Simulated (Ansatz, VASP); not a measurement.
## Two plane-wave programs on Al

```xyz
1
Lattice="0.0000 2.0204 2.0204 2.0204 0.0000 2.0204 2.0204 2.0204 0.0000" Properties=species:S:1:pos:R:3 pbc="T T T"
Al    0.0000    0.0000    0.0000
```

Alike in both runs: functional PBE; k mesh 18 × 18 × 18; occupations gaussian, width 0.1 eV; no spin polarisation.

Ansatz relaxed the structure, and its values are those at the end. VASP's run is a single point on that final structure, the one shown.

|  | VASP | Ansatz |
| --- | --- | --- |
| version | VASP 6.6.1 | Ansatz 0.2.0 |
| potentials or method | VASP PAW PBE potentials, release 64 (Al), cutoff 500 eV | scalar-relativistic, plane waves, PAW |
| valence electrons in the cell | 3 | 3 |

```csv
,VASP,Ansatz,Ansatz less VASP
gap on the k mesh at the Fermi level (eV),none,none,-
pressure (GPa),0.0,0.0,+0.01
```

A gap of «none» marks a metal or a gap that the smearing closes.
